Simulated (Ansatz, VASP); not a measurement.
Two plane-wave programs on BeS

```
Be S
1.0
     3.79355    0.00000    0.00000
     0.00000    3.79355    0.00000
     0.00000    0.00000    8.13751
Be S
4 4
Direct
  0.15872 0.50000 0.25000
  0.50000 0.84128 0.50000
  0.50000 0.15872 0.00000
  0.84128 0.50000 0.75000
  0.00000 0.56685 0.50000
  0.43315 0.00000 0.25000
  0.56685 0.00000 0.75000
  0.00000 0.43315 0.00000
```

Alike in both runs: functional PBE; k mesh 6 × 6 × 4; occupations gaussian, width 0.1 eV; no spin polarisation.

Ansatz relaxed the structure, and its values are those at the end. VASP's run is a single point on that final structure, the one shown.

|  | VASP | Ansatz |
| --- | --- | --- |
| version | VASP 6.6.1 | Ansatz 0.2.0 |
| potentials or method | VASP PAW PBE potentials, release 64 (Be, S), cutoff 520 eV | scalar-relativistic, plane waves, PAW |
| valence electrons in the cell | 32 | 32 |

```tsv
	VASP	Ansatz	Ansatz less VASP
gap on the k mesh at the Fermi level (eV)	1.99	1.98	-0.007
least direct gap on the mesh (eV)	1.99	1.98	-0.007
pressure (GPa)	0.2	0.2	+0.01
rms of the force components (eV/Å)	0.013	0.011	-0.0023
```

With one functional, cell and mesh, what is left measures potentials, basis and numerics.
